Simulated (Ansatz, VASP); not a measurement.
# One calculation of MgO, two programs

```
Mg O
1.0
     5.52307    0.00000    0.00000
     0.00000    5.52307    0.00000
     0.00000    0.00000    5.52307
Mg O
6 6
Direct
  0.25000 0.99466 0.50000
  0.00000 0.50534 0.25000
  0.50000 0.75000 0.00000
  0.75000 0.99466 0.50000
  0.00000 0.50534 0.75000
  0.50000 0.25000 0.00000
  0.25000 0.48957 0.00000
  0.50000 0.01043 0.25000
  0.00000 0.75000 0.50000
  0.75000 0.48957 0.00000
  0.50000 0.01043 0.75000
  0.00000 0.25000 0.50000
```

Change from the starting cell: mode 14 frozen in at +0.000 Å and mode 24 at -0.058 Å (largest displacements).

Alike in both runs: task single point; functional LDA; k mesh 4 × 4 × 4; occupations gaussian, width 0.05 eV; no spin polarisation.

```csv
,VASP,Ansatz
version,VASP 6.6.1,Ansatz 0.2.0
potentials or method,"VASP PAW LDA potentials, release 64 (Mg, O), cutoff 520 eV","scalar-relativistic, plane waves, PAW"
valence electrons in the cell,48,96
```

Ansatz gave:

```
gap on the k mesh at the Fermi level (eV)                     : 2.83
least direct gap on the mesh (eV)                             : 2.83
pressure (GPa)                                                : 0.1
traceless stress, the component that is largest in VASP (GPa) : -0.11
rms of the force components (eV/Å)                            : 0.377
```

Which values does VASP return?

gap on the k mesh at the Fermi level (eV): 2.81; least direct gap on the mesh (eV): 2.82; pressure (GPa): -0.6; traceless stress, the component that is largest in VASP (GPa): -0.11; rms of the force components (eV/Å): 0.385.

Ansatz warns that its potentials were made for another functional, while VASP's fit it. LDA's correlation is that of Perdew and Zunger in VASP and of Perdew and Wang (1992) in Ansatz. Atom by atom the forces differ by 0.008 eV/Å (rms over components). VASP's potentials hold 48 valence electrons a cell and Ansatz's 96, so a difference there can come from the potentials and not from the codes.
